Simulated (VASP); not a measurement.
# NaH (P6_3/mmc) in VASP: a series of runs, part 2 of 2

VASP 6.6.1. The steps go on from the part before.

## (4) Single point, PBE

Input file INCAR:

```
SYSTEM = NaH
  PREC = Accurate
  ENCUT = 500
  EDIFF = 1E-6
  ISMEAR = 1
  SIGMA = 0.05
  LREAL = .False.
  LASPH = .True.
  NELM = 120
  ALGO = Normal
  ISIF = 2
  LWAVE = .False.
  LCHARG = .False.
  GGA = PE
  NBANDS = 16
  GGA_COMPAT = .False.
```

Input file KPOINTS:

```
Automatic mesh
0
Gamma
  6 6 4
  0 0 0
```

Input file POSCAR:

```
NaH
1.0
    3.9533072863      0.0000000000      0.0000000000
   -1.9766536431      3.4236645389      0.0000000000
    0.0000000000      0.0000000000      4.8283237758
Na H
2 2
Direct
    0.3333333333      0.6666666667      0.2500000000
    0.6666666667      0.3333333333      0.7500000000
    0.6666666667      0.3333333333      0.2500000000
    0.3333333333      0.6666666667      0.7500000000
```

Potentials or basis: VASP PAW PBE potentials, release 64 (Na_pv, H).

Launch:

```
> cat potpaw_PBE.64/Na_pv/POTCAR potpaw_PBE.64/H/POTCAR > POTCAR
> mpirun -np 1 vasp_std > vasp.out
```

OUTCAR:

```text
SYSTEM = NaH
   PREC = Accurate
   ENCUT = 500
   EDIFF = 1E-6
   ISMEAR = 1
   LREAL = .False.
   LASPH = .True.
   NELM = 120
   ISIF = 2
   GGA = PE

 ion  position               nearest neighbor table
   1  0.333  0.667  0.250-
   2  0.667  0.333  0.750-
   3  0.667  0.333  0.250-
   4  0.333  0.667  0.750-

  LATTYP: Found a hexagonal cell.
 ALAT       =     3.9533072863
 C/A-ratio  =     1.2213378385

  Lattice vectors:

 A1 = (   3.9533072863,   0.0000000000,   0.0000000000)
 A2 = (  -1.9766536431,   3.4236645389,   0.0000000000)
 A3 = (   0.0000000000,   0.0000000000,   4.8283237758)

Analysis of symmetry for initial positions (statically):
=====================================================================
 Subroutine PRICEL returns:
 Original cell was already a primitive cell.

 Routine SETGRP: Setting up the symmetry group for a
 hexagonal supercell.

 Subroutine GETGRP returns: Found 24 space group operations
 (whereof 12 operations were pure point group operations)
 out of a pool of 24 trial point group operations.

The static configuration has the point symmetry D_3d.
 The point group associated with its full space group is D_6h.

Analysis of symmetry for dynamics (positions and initial velocities):
=====================================================================
 Subroutine PRICEL returns:
 Original cell was already a primitive cell.

 Routine SETGRP: Setting up the symmetry group for a
 hexagonal supercell.

 Subroutine GETGRP returns: Found 24 space group operations
 (whereof 12 operations were pure point group operations)
 out of a pool of 24 trial point group operations.

The dynamic configuration has the point symmetry D_3d.
 The point group associated with its full space group is D_6h.

 Subroutine INISYM returns: Found 24 space group operations
 (whereof 12 operations are pure point group operations),
 and found     1 'primitive' translations

[... 115 lines left out ...]
  volume/ion in A,a.u.               =      16.34       110.25
  Fermi-wavevector in a.u.,A,eV,Ry     =   1.024154  1.935371 14.271045  1.048892
  Thomas-Fermi vector in A             =   2.157926
   LORBIT       =      0    0 simple, 1 ext, 2 COOP (PROOUT), +10 PAW based schemes
   GGA     = PE    functional components
   LHFCALC =     F    Hartree Fock is set to
   AEXX    =    0.0000 exact exchange contribution
   IVDW    =     0    specifies the selected vdW correction
   LEPSILON=     F    determine dielectric tensor
   LRPA    =     F    only Hartree local field effects (RPA)
 non-spin polarized calculation
 Methfessel and Paxton  Order N= 1 SIGMA  =   0.05
  energy-cutoff  :      500.00
  volume of cell :       65.35
 maximum number of plane-waves:      1683
 NGX is ok and might be reduce to    30
   NGX = 15   NGY = 15   NGZ = 17

 number of electron      16.0000017 magnetization

 Free energy of the ion-electron system (eV)
  ---------------------------------------------------
  ext. energy  EPLUGINS =         0.00000000
  ---------------------------------------------------
  free energy    TOTEN  =       -10.07253029 eV

  energy without entropy =      -10.07270933  energy(sigma->0) =      -10.07258997

 E-fermi :  -1.3833     XC(G=0):  -7.1039

 val. band max:       -1.4231144769   @ k =   0.1667   0.0000   0.0000
 cond. band min:       1.9052241705   @ k =   0.3333   0.3333   0.0000
 fundamental gap:      3.3283386474
 Fermi energy:        -1.3833079316

 k-point     1 :       0.0000    0.0000    0.0000
  band No.  band energies     occupation
      1     -23.7228      2.00000
      2     -23.6842      2.00000
      3     -23.6842      2.00000
      4     -23.6560      2.00000
      5     -23.6560      2.00000
      6     -23.6362      2.00000
[... 376 lines left out ...]
      3     -23.6813      2.00000
      4     -23.6813      2.00000
      5     -23.6441      2.00000
      6     -23.6441      2.00000
[... 8 lines left out ...]
     15      13.1662      0.00000
     16      13.1662      0.00000

------------------------ aborting loop because EDIFF is reached ----------------------------------------

  FORCE on cell =-STRESS in cart. coord.  units (eV):
  Direction    XX          YY          ZZ          XY          YZ          ZX
  --------------------------------------------------------------------------------------
  -------------------------------------------------------------------------------------
  Total        0.1123287      0.1123287      0.1565965      0.0000000     -0.0000000      0.0000000
  in kB        2.7539312      2.7539312      3.8392319      0.0000000     -0.0000000      0.0000000
  external PRESSURE =       3.1156981 kB  Pullay stress =       0.0000000 kB

 VOLUME and BASIS-vectors are now :
 -----------------------------------------------------------------------------
  energy-cutoff  :      500.00
  volume of cell :       65.35
      direct lattice vectors                 reciprocal lattice vectors
     3.953307286  0.000000000  0.000000000     0.252952763  0.146042346  0.000000000
    -1.976653643  3.423664539  0.000000000     0.000000000  0.292084691  0.000000000
     0.000000000  0.000000000  4.828323776     0.000000000  0.000000000  0.207111214

 POSITION                                       TOTAL-FORCE (eV/Angst)
 -----------------------------------------------------------------------------------
     -0.00000      2.28244      1.20708        -0.000000      0.000000      0.000000
      1.97665      1.14122      3.62124         0.000000     -0.000000      0.000000
      1.97665      1.14122      1.20708        -0.000000      0.000000      0.000000
     -0.00000      2.28244      3.62124        -0.000000     -0.000000      0.000000
 -----------------------------------------------------------------------------------
    total drift:                                0.000000     -0.000000      0.000000

  FREE ENERGIE OF THE ION-ELECTRON SYSTEM (eV)
  ---------------------------------------------------
  free  energy   TOTEN  =       -10.0725302864 eV

  energy  without entropy=      -10.0727093296  energy(sigma->0) =      -10.07258997
```

OSZICAR:

```text
N       E                     dE             d eps       ncg     rms          rms(c)
DAV:   1     0.112348052891E+03    0.11235E+03   -0.82834E+03   672   0.100E+03
DAV:   2    -0.515728555828E+01   -0.11751E+03   -0.11331E+03   712   0.291E+02
DAV:   3    -0.110494223486E+02   -0.58921E+01   -0.58772E+01   936   0.703E+01
DAV:   4    -0.111269317117E+02   -0.77509E-01   -0.77507E-01   736   0.896E+00
DAV:   5    -0.111282929873E+02   -0.13613E-02   -0.13613E-02   920   0.116E+00    0.488E+00
DAV:   6    -0.102706699217E+02    0.85762E+00   -0.33992E-01   888   0.367E+00    0.223E+00
DAV:   7    -0.100498446106E+02    0.22083E+00   -0.44555E-01   824   0.293E+00    0.563E-01
DAV:   8    -0.100717606102E+02   -0.21916E-01   -0.34658E-02   672   0.152E+00    0.151E-01
DAV:   9    -0.100725149037E+02   -0.75429E-03   -0.54814E-03   752   0.633E-01    0.494E-02
DAV:  10    -0.100724530943E+02    0.61809E-04   -0.31255E-04   752   0.117E-01    0.151E-02
DAV:  11    -0.100725366297E+02   -0.83535E-04   -0.87012E-05   680   0.510E-02    0.170E-02
DAV:  12    -0.100725300537E+02    0.65760E-05   -0.91040E-06   864   0.173E-02    0.278E-03
DAV:  13    -0.100725302864E+02   -0.23275E-06   -0.14243E-06   760   0.636E-03
   1 F= -.10072530E+02 E0= -.10072590E+02  d E =0.179043E-03
```

Wall time 30 s (1 thread of Intel Xeon 8259CL, shared host); peak memory 0.17 GiB.

Results:

| Item | Value |
| --- | --- |
| Free energy | -10.0725 eV |
| Pressure | 0.3 GPa |
| Band gap on the k mesh | 3.33 eV, indirect (least direct gap 4.24 eV) |

A k mesh can miss the band edges.

## (5) Single point, PBE

Input file INCAR:

```
PREC     = Accurate       # precision mode
ENCUT    = 500            # plane-wave cutoff, eV
EDIFF    = 1E-6           # SCF threshold, eV
ISMEAR   = 1              # smearing method
SIGMA    = 0.2            # smearing width, eV
LREAL    = F              # projectors in reciprocal space
LASPH    = T              # aspherical terms in the spheres
NELM     = 120            # most SCF steps
ALGO     = Normal         # electronic algorithm
ISIF     = 2              # what is computed and relaxed
LWAVE    = F              # write WAVECAR
LCHARG   = T              # write CHGCAR
GGA      = PE             # functional
LELF     = T              # ELF
LVHAR    = T            
NBANDS   = 16             # bands
GGA_COMPAT= F
```

Input file KPOINTS:

```
regular mesh
0
Gamma
  6 6 4
```

POSCAR is that of step 4.

Launch:

```
> cat potpaw_PBE.64/Na_pv/POTCAR potpaw_PBE.64/H/POTCAR > POTCAR
> mpirun -np 1 vasp_std > vasp.out
```

Run time: 34 s. Hardware: 1 thread of Intel Xeon 8259CL, shared host; peak memory 0.17 GiB.

The run converged. Its results:

```yaml
Free_energy: -10.0716 eV
Pressure: 0.3 GPa
Band_gap_on_the_k_mesh: 3.33 eV, indirect (least direct gap 4.24 eV)
```

Stress tensor (GPa, compression positive):
```
0.28 0.00 0.00
0.00 0.28 0.00
0.00 0.00 0.37
```

Levels at points of the mesh, in eV from the valence-band top:
```
           k point  band 5  band 6  band 7  band 8  band 9  band 10  band 11  band 12
(0.00, 0.00, 0.00)  -22.23  -22.21   -3.34   -0.02    4.91     7.97    10.30    10.30
(0.50, 0.00, 0.00)  -22.24  -22.23   -1.51   -0.61    3.87     7.55     7.61     7.84
(0.00, 0.00, 0.50)  -22.25  -22.25   -2.02   -2.02    6.94     6.94    11.07    11.07
(0.50, 0.00, 0.50)  -22.22  -22.22   -0.82   -0.82    3.96     3.96     8.52     8.52
```

A k mesh can miss the band edges. As with any semilocal functional, this PBE gap is likely too small.

## (6) The runs side by side

| level | k mesh | cutoff (eV) | smearing | grid for exact exchange (PRECFOCK) | share of exact exchange | screening parameter | gap on the mesh (eV) | pressure (GPa) |
| --- | --- | --- | --- | --- | --- | --- | --- | --- |
| PBE-based screened hybrid | 6 × 6 × 2 | 520 | gaussian 0.01 eV | Normal | 0.2 | 0.5 1/Å | 3.67 | 0.2 |
| PBE | 6 × 6 × 4 | 500 | tetrahedron | - | - | - | 3.33 | 0.3 |
| PBE | 6 × 6 × 4 | 500 | methfessel-paxton 0.05 eV | - | - | - | 3.33 | 0.3 |
| PBE | 6 × 6 × 4 | 500 | methfessel-paxton 0.2 eV | - | - | - | 3.33 | 0.3 |

Alike in all rows: task single point; potentials or basis VASP PAW PBE potentials, release 64 (Na_pv, H); no spin polarisation; cell as given.

Caveats: some runs use coarse meshes; the PAW data sets were made with another functional, which shifts forces and pressure a little (some runs).

Absolute energies hang on the potentials; compare differences alone.
